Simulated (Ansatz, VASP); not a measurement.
# EuO in VASP and in Ansatz

```
Eu O
1.0
     0.00000    2.58787    2.58787
     2.58787    0.00000    2.58787
     2.58787    2.58787    0.00000
Eu O
1 1
Direct
  0.50000 0.50000 0.50000
  0.00000 0.00000 0.00000
```

Alike in both runs: functional PBE; k mesh 12 × 12 × 12; occupations gaussian, width 0.01 eV; collinear spin; Hubbard terms Eu f U = 6.0 eV.

Ansatz relaxed the structure, and its values are those at the end. VASP's run is a single point on that final structure, the one shown.

```csv
,VASP,Ansatz
version,VASP 6.6.1,Ansatz 0.2.0
potentials or method,"VASP PAW PBE potentials, release 64 (Eu, O), cutoff 520 eV","scalar-relativistic, plane waves, PAW"
valence electrons in the cell,23,23
```

VASP gave:

* gap on the k mesh at the Fermi level (eV): 0.06
* least direct gap on the mesh (eV): 0.23
* pressure (GPa): -0.3
* net moment per atom (μB): 3.50
* size of the moment on the site where the two differ most (μB): 6.73

Question: Estimate Ansatz's values.

Answer: gap on the k mesh at the Fermi level (eV): 0.39; least direct gap on the mesh (eV): 0.62; pressure (GPa): 0.0; net moment per atom (μB): 3.50; size of the moment on the site where the two differ most (μB): 6.76.

Site moments also hang on the region over which each program counts them. The programs project onto different local orbitals, so the same U acts differently, and such runs can settle in different states.

Spin-orbit coupling is off throughout.
